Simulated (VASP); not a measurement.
# Ti2RuC3 (Immm) in VASP: further runs

Ti2RuC3 is run at these levels: PBE; tasks: single point.

Everything below comes from runs of VASP 6.6.1. Logs are shortened: lines on timing, memory, paths and dates and some standing lists are left out, and cuts for length are marked.

## (1) The cell of the first run

It takes space group Immm (No. 71, orthorhombic). The conventional cell has a = 3.089 Å, b = 4.340 Å, c = 8.976 Å, α = 90.00°, β = 90.00°, γ = 90.00°. Ti (site symmetry mm2) has 6 C at 2.13 to 2.17 Å within 2.8 Å. Within 2.9 Å of Ru (site symmetry mmm) lie 6 C at 2.17 Å. C (site symmetry mm2) has 4 Ti at 2.13 to 2.17 Å and 2 Ru at 2.17 Å within 2.8 Å. Within 2.9 Å of C (site symmetry mmm) lie 4 Ti at 2.16 Å and 2 Ru at 2.17 Å.

## (2) Single point, PBE, collinear spin, ferromagnetic start

The input, INCAR:

```
SYSTEM = Ti2RuC3
PREC = Accurate
ENCUT = 520
EDIFF = 1E-6
ISMEAR = 0
SIGMA = 0.1
LREAL = .FALSE.
LASPH = .TRUE.
NELM = 150
ALGO = Normal
ISIF = 2
LWAVE = .FALSE.
LCHARG = .FALSE.
ISPIN = 2
MAGMOM = 1 1 1 0 0 0
LORBIT = 11
LMAXMIX = 4
GGA = PE
NBANDS = 38
```

The input, KPOINTS:

```
Automatic mesh
0
G
  6 6 6
  0 0 0
```

The input, POSCAR:

```
Ti2RuC3
1.0
   -1.5444637458      2.1698960951      4.4881993694
    1.5444637458     -2.1698960951      4.4881993694
    1.5444637458      2.1698960951     -4.4881993694
Ti Ru C
2 1 3
Direct
    0.3321087138      0.3321087138      0.0000000000
    0.6678912862      0.6678912862      0.0000000000
    0.0000000000      0.0000000000      0.0000000000
    0.1690888807      0.6690888807      0.5000000000
    0.8309111193      0.3309111193      0.5000000000
    0.5000000000      0.0000000000      0.5000000000
```

Potentials or basis: VASP PAW PBE potentials, release 64 (Ti_sv, Ru_pv, C).

On the command line:

```console
cat potpaw_PBE.64/Ti_sv/POTCAR potpaw_PBE.64/Ru_pv/POTCAR potpaw_PBE.64/C/POTCAR > POTCAR
mpirun -np 1 vasp_std > vasp.out
```

OUTCAR:

```text
SYSTEM = Ti2RuC3
   PREC = Accurate
   ENCUT = 520
   EDIFF = 1E-6
   ISMEAR = 0
   LREAL = .FALSE.
   LASPH = .TRUE.
   NELM = 150
   ISIF = 2
   ISPIN = 2
   LORBIT = 11
   GGA = PE

 ion  position               nearest neighbor table
   1  0.332  0.332  0.000-   4 2.13   4 2.13   6 2.16   6 2.16   5 2.17   5 2.17   3 2.98   3 3.06
                             3 3.06   3 3.06   3 3.06
   2  0.668  0.668  0.000-   5 2.13   5 2.13   6 2.16   6 2.16   4 2.17   4 2.17   3 2.98   3 3.06
                             3 3.06   3 3.06   3 3.06
   3  0.000  0.000  0.000-   4 2.17   5 2.17   4 2.17   5 2.17   6 2.17   6 2.17   2 2.98   1 2.98
                             1 3.06   2 3.06   2 3.06   1 3.06   2 3.06   1 3.06   2 3.06   1 3.06
   4  0.169  0.669  0.500-   1 2.13   1 2.13   3 2.17   3 2.17   2 2.17   2 2.17
   5  0.831  0.331  0.500-   2 2.13   2 2.13   3 2.17   3 2.17   1 2.17   1 2.17
   6  0.500  0.000  0.500-   2 2.16   1 2.16   2 2.16   1 2.16   3 2.17   3 2.17

  LATTYP: Found a body centered orthorhombic cell.
 ALAT       =     3.0889274916
 B/A-ratio  =     1.4049511366
 C/A-ratio  =     2.9059920517

  Lattice vectors:

 A1 = (  -1.5444637458,   2.1698960951,   4.4881993694)
 A2 = (   1.5444637458,  -2.1698960951,   4.4881993694)
 A3 = (   1.5444637458,   2.1698960951,  -4.4881993694)

Analysis of symmetry for initial positions (statically):
=====================================================================
 Subroutine PRICEL returns:
 Original cell was already a primitive cell.

 Routine SETGRP: Setting up the symmetry group for a
 body centered orthorhombic supercell.

 Subroutine GETGRP returns: Found  8 space group operations
 (whereof  8 operations were pure point group operations)
 out of a pool of  8 trial point group operations.

The static configuration has the point symmetry D_2h.

Analysis of symmetry for dynamics (positions and initial velocities):
=====================================================================
 Subroutine PRICEL returns:
 Original cell was already a primitive cell.

 Routine SETGRP: Setting up the symmetry group for a
 body centered orthorhombic supercell.

 Subroutine GETGRP returns: Found  8 space group operations
 (whereof  8 operations were pure point group operations)
 out of a pool of  8 trial point group operations.

The dynamic configuration has the point symmetry D_2h.

Analysis of structural, dynamic, and magnetic symmetry:
=====================================================================
 Subroutine PRICEL returns:
 Original cell was already a primitive cell.

 Routine SETGRP: Setting up the symmetry group for a
 body centered orthorhombic supercell.

 Subroutine GETGRP returns: Found  8 space group operations
 (whereof  8 operations were pure point group operations)
 out of a pool of  8 trial point group operations.

The overall configuration has the point symmetry D_2h.

 Subroutine INISYM returns: Found  8 space group operations
 (whereof  8 operations are pure point group operations),
 and found     1 'primitive' translations

----------------------------------------------------------------------------------------

                                     Primitive cell

  volume of cell :      60.1657

  direct lattice vectors                    reciprocal lattice vectors
    -1.544463746  2.169896095  4.488199369     0.000000000  0.230425780  0.111403251
     1.544463746 -2.169896095  4.488199369     0.323736961  0.000000000  0.111403251
     1.544463746  2.169896095 -4.488199369     0.323736961  0.230425780  0.000000000

  length of vectors
     5.218979872  5.218979872  5.218979872     0.255942815  0.342368667  0.397368419

  position of ions in fractional coordinates (direct lattice)
     0.332108714  0.332108714  0.000000000
     0.667891286  0.667891286  0.000000000
     0.000000000  0.000000000  0.000000000
     0.169088881  0.669088881  0.500000000
     0.830911119  0.330911119  0.500000000
     0.500000000  0.000000000  0.500000000

  ion indices of the primitive-cell ions
   primitive index   ion index
                 1           1
                 2           2
[... 55 lines left out ...]
 -0.166667  0.166667  0.166667      2.000000
  0.166667  0.333333  0.166667      4.000000
 [... further k-points ...]
   k-points           NKPTS =     46   k-points in BZ     NKDIM =     46   number of bands    NBANDS=     38
   number of dos      NEDOS =    301   number of ions     NIONS =      6
   total plane-waves  NPLWV =  64000
   dimension x,y,z NGX =    40 NGY =   40 NGZ =   40
   dimension x,y,z NGXF=    80 NGYF=   80 NGZF=   80
   ions per type =               2   1   3
   NGX,Y,Z   is equivalent  to a cutoff of  12.74, 12.74, 12.74 a.u.
   NGXF,Y,Z  is equivalent  to a cutoff of  25.48, 25.48, 25.48 a.u.
 SYSTEM =  Ti2RuC3
   PREC   = accura    normal or accurate (medium, high low for compatibility)
   ISTART =      0    job   : 0-new  1-cont  2-samecut
   ICHARG =      2    charge: 1-file 2-atom 10-const
   ISPIN  =      2    spin polarized calculation?
   LNONCOLLINEAR =      F non collinear calculations
   LSORBIT =      F    spin-orbit coupling
   LASPH  =      T    aspherical Exc in radial PAW
   ENCUT  =  520.0 eV  38.22 Ry    6.18 a.u.   9.70  9.70  9.70*2*pi/ulx,y,z
   NELM   =    150;   NELMIN=  2; NELMDL= -5     # of ELM steps
   EDIFF  = 0.1E-05   stopping-criterion for ELM
   LREAL  =      F    real-space projection
   EDIFFG = 0.1E-04   stopping-criterion for IOM
   NSW    =      0    number of steps for IOM
   IBRION =     -1    ionic relax: 0-MD 1-quasi-New 2-CG
   NFREE  =      0    steps in history (QN), initial steepest desc. (CG)
   ISIF   =      2    stress and relaxation
   ISYM   =      2    0-nonsym 1-usesym 2-fastsym
   POTIM  = 0.5000    time-step for ionic-motion
   TEBEG  =    0.0;   TEEND  =   0.0 temperature during run
   PSTRESS=    0.0 pullay stress
   NELECT =      50.0000    total number of electrons
   NUPDOWN=      -1.0000    fix difference up-down
   EMIN   =  10.00;   EMAX   =-10.00  energy-range for DOS
   EFERMI =   0.00;   METHOD = LEGACY
   ISMEAR =     0;   SIGMA  =   0.10  broadening in eV -4-tet -1-fermi 0-gaus
   EFERMI_NEDOS =   21; number of points for ismear=-14 and -15
   IALGO  =     38    algorithm
   IMIX   =      4    mixing-type and parameters
     AMIX     =   0.40;   BMIX     =  1.00
     AMIX_MAG =   1.60;   BMIX_MAG =  1.00
  volume/ion in A,a.u.               =      10.03        67.67
  Fermi-wavevector in a.u.,A,eV,Ry     =   1.539153  2.908578 32.232109  2.368993
  Thomas-Fermi vector in A             =   2.645421
   LORBIT       =     11    0 simple, 1 ext, 2 COOP (PROOUT), +10 PAW based schemes
   GGA     = PE    functional components
   LHFCALC =     F    Hartree Fock is set to
   AEXX    =    0.0000 exact exchange contribution
   IVDW    =     0    specifies the selected vdW correction
   LEPSILON=     F    determine dielectric tensor
   LRPA    =     F    only Hartree local field effects (RPA)
 spin polarized calculation
 Gauss-broadening in eV      SIGMA  =   0.10
  energy-cutoff  :      520.00
  volume of cell :       60.17
 maximum number of plane-waves:      1644
   NGX = 19   NGY = 19   NGZ = 19

 number of electron      49.9999997 magnetization       0.0123831

 number of electron      49.9999997 magnetization      -0.0001864

 Free energy of the ion-electron system (eV)
  ---------------------------------------------------
  ext. energy  EPLUGINS =         0.00000000
  ---------------------------------------------------
  free energy    TOTEN  =       -54.18856687 eV

  energy without entropy =      -54.17176690  energy(sigma->0) =      -54.18016689

 E-fermi :  10.5946     XC(G=0): -13.0757

 val. band max:       10.5645323444   @ k =  -0.3333   0.3333   0.3333
 cond. band min:      10.6035211524   @ k =  -0.3333   0.3333   0.1667
 fundamental gap:      0.0389888080
 Fermi energy:        10.5946146429

 spin component 1

 k-point     1 :       0.0000    0.0000    0.0000
  band No.  band energies     occupation
      1     -46.4061      1.00000
      2     -46.3383      1.00000
      3     -32.9188      1.00000
      4     -32.8932      1.00000
      5     -32.7558      1.00000
      6     -22.8363      1.00000
[... 949 lines left out ...]
     36      16.7225      0.00000
     37      16.8138      0.00000

 [... further k-points ...]

 spin component 2

 k-point     1 :       0.0000    0.0000    0.0000
  band No.  band energies     occupation
      1     -46.4061      1.00000
      2     -46.3383      1.00000
      3     -32.9189      1.00000
      4     -32.8933      1.00000
      5     -32.7559      1.00000
      6     -22.8362      1.00000
[... 949 lines left out ...]
     36      16.7225      0.00000
     37      16.8138      0.00000

 [... further k-points ...]

 [bands above 37 left out]

------------------------ aborting loop because EDIFF is reached ----------------------------------------

  FORCE on cell =-STRESS in cart. coord.  units (eV):
  Direction    XX          YY          ZZ          XY          YZ          ZX
  --------------------------------------------------------------------------------------
  -------------------------------------------------------------------------------------
  Total       -0.0521683     -0.1247604     -0.2408815      0.0000000      0.0000000      0.0000000
  in kB       -1.3892126     -3.3222975     -6.4145362      0.0000000      0.0000000      0.0000000
  external PRESSURE =      -3.7086821 kB  Pullay stress =       0.0000000 kB

 VOLUME and BASIS-vectors are now :
 -----------------------------------------------------------------------------
  energy-cutoff  :      520.00
  volume of cell :       60.17
      direct lattice vectors                 reciprocal lattice vectors
    -1.544463746  2.169896095  4.488199369     0.000000000  0.230425780  0.111403251
     1.544463746 -2.169896095  4.488199369     0.323736961  0.000000000  0.111403251
     1.544463746  2.169896095 -4.488199369     0.323736961  0.230425780  0.000000000

 POSITION                                       TOTAL-FORCE (eV/Angst)
 -----------------------------------------------------------------------------------
      0.00000      0.00000      2.98114        -0.000000      0.000000     -0.022393
      0.00000      0.00000      5.99526        -0.000000     -0.000000      0.022393
      0.00000      0.00000      0.00000        -0.000000     -0.000000     -0.000000
      1.54446      0.00000      1.51781         0.000000     -0.000000     -0.049506
      0.00000      2.16990      2.97039         0.000000      0.000000      0.049506
      0.00000      2.16990      0.00000        -0.000000     -0.000000     -0.000000
 -----------------------------------------------------------------------------------
    total drift:                               -0.000000     -0.000000      0.000000

  FREE ENERGIE OF THE ION-ELECTRON SYSTEM (eV)
  ---------------------------------------------------
  free  energy   TOTEN  =       -54.1885668749 eV

  energy  without entropy=      -54.1717669015  energy(sigma->0) =      -54.18016689

 total charge

# of ion       s       p       d       tot
------------------------------------------
    1        2.195   6.243   1.986  10.424
    2        2.195   6.243   1.986  10.424
    3        0.328   6.346   5.965  12.638
    4        0.890   1.493   0.000   2.383
    5        0.890   1.493   0.000   2.383
    6        0.884   1.494   0.000   2.378
--------------------------------------------------
tot          7.382  23.310   9.938  40.630

 magnetization (x)

# of ion       s       p       d       tot
------------------------------------------
    1       -0.000  -0.000   0.000   0.000
    2       -0.000  -0.000   0.000   0.000
    3       -0.000  -0.000  -0.000  -0.000
    4       -0.000  -0.000   0.000  -0.000
    5       -0.000  -0.000   0.000  -0.000
    6        0.000   0.000   0.000   0.000
--------------------------------------------------
tot         -0.000  -0.000  -0.000  -0.000
```

Wall time 2.8 min (1 thread of Intel Xeon 6975P-C (Granite Rapids), shared host); peak memory 0.38 GiB.

What came out:

| Item | Value |
| --- | --- |
| Free energy | -54.1886 eV |
| Pressure | -0.4 GPa |
| Largest force | 0.050 eV/Å |
| Band gap on the k mesh | zero (filled and empty bands overlap) |
| Net moment | 0.00 μB per cell |
| Valence electrons inside the program's atomic spheres | Ti 10.42; Ru 12.64; C 2.38 |

Forces in eV/Å, atoms in the order of the input:
```
Ti   0.000  0.000 -0.022
Ti   0.000  0.000  0.022
Ru   0.000  0.000  0.000
C    0.000  0.000 -0.050
C    0.000  0.000  0.050
C    0.000  0.000  0.000
```

Stress tensor (GPa, compression positive):
```
-0.14  0.00  0.00
 0.00 -0.33  0.00
 0.00  0.00 -0.64
```

Levels at points of the mesh, in eV from the Fermi level:
Spin up:
| k point | band 23 | band 24 | band 25 | band 26 | band 27 | band 28 |
| --- | --- | --- | --- | --- | --- | --- |
| (0.00, 0.00, 0.00) | -1.02 | -0.19 | 0.25 | 0.72 | 0.82 | 1.02 |
| (0.50, 0.00, 0.00) | -2.30 | -1.55 | -0.19 | 0.48 | 0.97 | 1.69 |
| (0.00, 0.50, 0.00) | -0.88 | -0.87 | -0.58 | -0.32 | 0.98 | 1.06 |
| (0.50, 0.50, 0.00) | -3.08 | -0.23 | 0.02 | 0.38 | 1.97 | 1.99 |
| (0.50, 0.50, 0.50) | -1.88 | -1.02 | -0.57 | 0.18 | 0.83 | 1.27 |
Spin down:
| k point | band 22 | band 23 | band 24 | band 25 | band 26 | band 27 | band 28 | band 29 |
| --- | --- | --- | --- | --- | --- | --- | --- | --- |
| (0.00, 0.00, 0.00) | -1.73 | -1.02 | -0.19 | 0.25 | 0.72 | 0.82 | 1.02 | 1.24 |
| (0.50, 0.00, 0.00) | -2.73 | -2.30 | -1.55 | -0.19 | 0.48 | 0.97 | 1.69 | 2.07 |
| (0.00, 0.50, 0.00) | -2.72 | -0.88 | -0.87 | -0.58 | -0.32 | 0.98 | 1.06 | 2.08 |
| (0.50, 0.50, 0.00) | -3.33 | -3.08 | -0.23 | 0.02 | 0.38 | 1.97 | 1.99 | 2.21 |
| (0.50, 0.50, 0.50) | -2.41 | -1.88 | -1.02 | -0.57 | 0.18 | 0.83 | 1.27 | 1.45 |

Caveat: the k points lie up to 0.42 Å⁻¹ apart.

## (3) Single point, PBE

The input, INCAR:

```
PREC = Accurate
ENCUT = 520
EDIFF = 1E-6
ISMEAR = 0
SIGMA = 0.1
LREAL = F
LASPH = T
NELM = 100
ALGO = Normal
ISIF = 2
LWAVE = F
LCHARG = F
GGA = PE
NBANDS = 34
```

The input, KPOINTS:

```
regular mesh
0
Gamma
  12 12 12
```

The input, POSCAR:

```
Ti2RuC3
1.0
   -1.5445893201      2.1691198244      4.4813563147
    1.5445893201     -2.1691198244      4.4813563147
    1.5445893201      2.1691198244     -4.4813563147
Ti Ru C
2 1 3
Direct
    0.3318619630      0.3318619630      0.0000000000
    0.6681380370      0.6681380370      0.0000000000
    0.0000000000      0.0000000000      0.0000000000
    0.1688210467      0.6688210467      0.5000000000
    0.8311789533      0.3311789533      0.5000000000
    0.5000000000      0.0000000000      0.5000000000
```

Potentials or basis: VASP PAW PBE potentials, release 64 (Ti_sv, Ru_pv, C).

On the command line:

```console
cat potpaw_PBE.64/Ti_sv/POTCAR potpaw_PBE.64/Ru_pv/POTCAR potpaw_PBE.64/C/POTCAR > POTCAR
mpirun -np 1 vasp_std > vasp.out
```

Wall time 21 min (1 thread of Oxide Virtual Turin-like, shared host); peak memory 0.6 GiB.

Results (log left out):

```
Free energy            : -54.1913 eV
Pressure               : 0.2 GPa
Largest force          : 0.011 eV/Å
Band gap on the k mesh : zero (band 25 reaches 11.16 eV, above the bottom of band 26 at 10.29 eV)
```

Forces in eV/Å, atoms in the order of the input:
```
Ti   0.000  0.000  0.003
Ti   0.000  0.000 -0.003
Ru   0.000  0.000  0.000
C    0.000  0.000 -0.011
C    0.000  0.000  0.011
C    0.000  0.000  0.000
```

Levels at points of the mesh, in eV from the Fermi level:
```
           k point  band 23  band 24  band 25  band 26  band 27  band 28
(0.00, 0.00, 0.00)    -1.00    -0.19     0.27     0.71     0.82     1.03
(0.50, 0.00, 0.00)    -2.31    -1.54    -0.19     0.50     0.98     1.70
(0.00, 0.50, 0.00)    -0.88    -0.87    -0.57    -0.33     1.00     1.06
(0.50, 0.50, 0.00)    -3.08    -0.23     0.03     0.38     1.97     2.00
(0.50, 0.50, 0.50)    -1.89    -1.03    -0.56     0.20     0.82     1.28
```
